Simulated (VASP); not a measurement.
ScF3, 4 atoms in the cell. The structure is tetragonal, space group P4mm (No. 99). Conventional cell: a = 4.012 Å, b = 4.012 Å, c = 4.012 Å, α = 90.00°, β = 90.00°, γ = 90.00°. Sc (site symmetry 4mm) has 6 F at 1.97 to 2.04 Å within 2.6 Å. F (site symmetry 4mm) has 2 Sc at 1.97 to 2.04 Å within 2.6 Å. F (site symmetry 2mm) has 2 Sc at 2.01 Å within 2.7 Å.  This cell differs from its parent crystal: all Sc atoms moved +0.037 Å, as atom 1 along Cartesian [1 0 0].

* Program: VASP 6.6.1
* Task: single point
* Functional: r2SCAN
* Potentials or basis: VASP PAW PBE potentials, release 64 (Sc_sv, F)
* Cutoff: 520 eV
* k mesh: 6 × 6 × 6
* Occupations: gaussian, width 0.05 eV
* Spin: no spin polarisation
* Dipole correction: no
* Further INCAR settings: ALGO = Normal; EDIFF = 1e-06; NBANDS = 24

Potentials or basis: VASP PAW PBE potentials, release 64 (Sc_sv, F).

Command:

```console
$ cat potpaw_PBE.64/Sc_sv/POTCAR potpaw_PBE.64/F/POTCAR > POTCAR
$ cp INCAR.step1 INCAR
$ mpirun -np 1 vasp_std > vasp.out
$ cp INCAR.step2 INCAR
$ mpirun -np 1 vasp_std > vasp.out
```

Hardware: 1 thread of Intel(R) Xeon(R) Platinum 8488C (Sapphire Rapids) (shared host).

Question: How long does it take, and how much memory?

Answer: Wall time 3.8 min on 1 thread of Intel(R) Xeon(R) Platinum 8488C (Sapphire Rapids), with other jobs on the host, peak memory 0.2 GiB. Counts: k points 40.
